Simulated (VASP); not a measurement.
A run of VASP 6.6.1 is set up as follows.

POSCAR

```
V
1.0
    4.7631110562      0.0000000000      0.0000000000
    0.0000000000      4.7631110562      0.0000000000
    0.0000000000      0.0000000000      4.7631110562
V
8
Direct
    1.0000000000      0.0000000000      0.0000000000
    0.5000000000      0.5000000000      0.5000000000
    0.2500000000      1.0000000000      0.5000000000
    0.7500000000      1.0000000000      0.5000000000
    0.5000000000      0.2500000000      1.0000000000
    0.5000000000      0.7500000000      1.0000000000
    0.0000000000      0.5000000000      0.2500000000
    0.0000000000      0.5000000000      0.7500000000
```

INCAR.step1

```
SYSTEM = V
PREC = Accurate ; ENCUT = 520
ISMEAR = -1 ; SIGMA = 0.1
LREAL = .FALSE. ; LASPH = .TRUE.
NELM = 80 ; NBANDS = 62
GGA = PE ; ALGO = Normal
EDIFF = 1E-4 ; LWAVE = .TRUE.
LCHARG = .FALSE.
```

File INCAR.step2:

```
SYSTEM = V
PREC = Accurate ; ENCUT = 520
EDIFF = 1E-6 ; ISMEAR = -1
SIGMA = 0.1 ; LREAL = .FALSE.
LASPH = .TRUE. ; NELM = 80
ALGO = Normal ; ISIF = 2
LWAVE = .FALSE. ; LCHARG = .FALSE.
METAGGA = R2SCAN ; LMIXTAU = .TRUE.
NBANDS = 62 ; ISTART = 1
```

The input KPOINTS:

```
Automatic mesh
0
G
  5 5 5
  0 0 0
```

Potentials or basis: VASP PAW PBE potentials, release 64 (V_sv).

Run with:

```bash
$ cat potpaw_PBE.64/V_sv/POTCAR > POTCAR
$ cp INCAR.step1 INCAR
$ mpirun -np 1 vasp_std > vasp.out
$ cp INCAR.step2 INCAR
$ mpirun -np 1 vasp_std > vasp.out
```

(1) Predict the band gap on the k mesh.

(2) Predict the pressure.

## Answers

(1) zero (band 52 reaches 9.59 eV, above the bottom of band 53 at 9.51 eV).

(2) 0.7 GPa.

Caveat: the PAW data sets were made with another functional, which shifts forces and pressure a little.
